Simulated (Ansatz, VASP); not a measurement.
**Ba: VASP beside Ansatz**

```xyz
1
Lattice="-2.1191 2.1191 2.1191 2.1191 -2.1191 2.1191 2.1191 2.1191 -2.1191" Properties=species:S:1:pos:R:3 pbc="T T T"
Ba    0.0000    0.0000    0.0000
```

Change from the starting cell: volume scaled by 0.6, LAPW.

Alike in both runs: task single point; functional PBE; k mesh 11 × 11 × 11; occupations fermi-dirac, width 0.08 eV; no spin polarisation.

```csv
,VASP,Ansatz
version,VASP 6.6.1,Ansatz 0.2.0
potentials or method,"VASP PAW PBE potentials, release 64 (Ba_sv), cutoff 520 eV","all-electron LAPW, scalar-relativistic"
```

VASP gave:

- pressure (GPa): 9.2

Question: Which values does Ansatz return?

Answer: Pressure (GPa): 8.4.

Ansatz ran all-electron here, and VASP with PAW potentials.

Neither program's run includes spin-orbit coupling.
